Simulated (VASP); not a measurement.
ReB2, 6 atoms in the cell. Symmetry: P6_3/mmc, No. 194, hexagonal system. The conventional cell has a = 2.948 Å, b = 2.948 Å, c = 7.601 Å, α = 90.00°, β = 90.00°, γ = 120.00°. Within 3.0 Å of Re (site symmetry -6m2) lie 8 B at 2.26 to 2.29 Å and 6 Re at 2.95 Å. B (site symmetry 3m) has 3 B at 1.85 Å and 4 Re at 2.26 to 2.29 Å within 2.5 Å. 

- Program: VASP 6.6.1
- Task: single point
- Functional: PBEsol
- Potentials or basis: VASP PAW PBE potentials, release 64 (Re, B)
- Cutoff: 520 eV
- k mesh: 11 × 11 × 4
- Occupations: fermi-dirac, width 0.15 eV
- Spin: no spin polarisation
- Dipole correction: no
- Further INCAR settings: ALGO = Normal; EDIFF = 1e-06; NBANDS = 22

Potentials or basis: VASP PAW PBE potentials, release 64 (Re, B).

The run is started by

```bash
$ cat potpaw_PBE.64/Re/POTCAR potpaw_PBE.64/B/POTCAR > POTCAR
$ mpirun -np 1 vasp_std > vasp.out
```

Hardware: 1 thread of Intel(R) Xeon(R) Platinum 8259CL CPU @ 2.50GHz (Skylake/Cascade Lake), on a shared host.

Estimate the wall time of this run.

Wall time 56 s on 1 thread of Intel(R) Xeon(R) Platinum 8259CL CPU @ 2.50GHz (Skylake/Cascade Lake), with other jobs on the host, peak memory 0.21 GiB. Counts: scf iterations 12, k points 48.
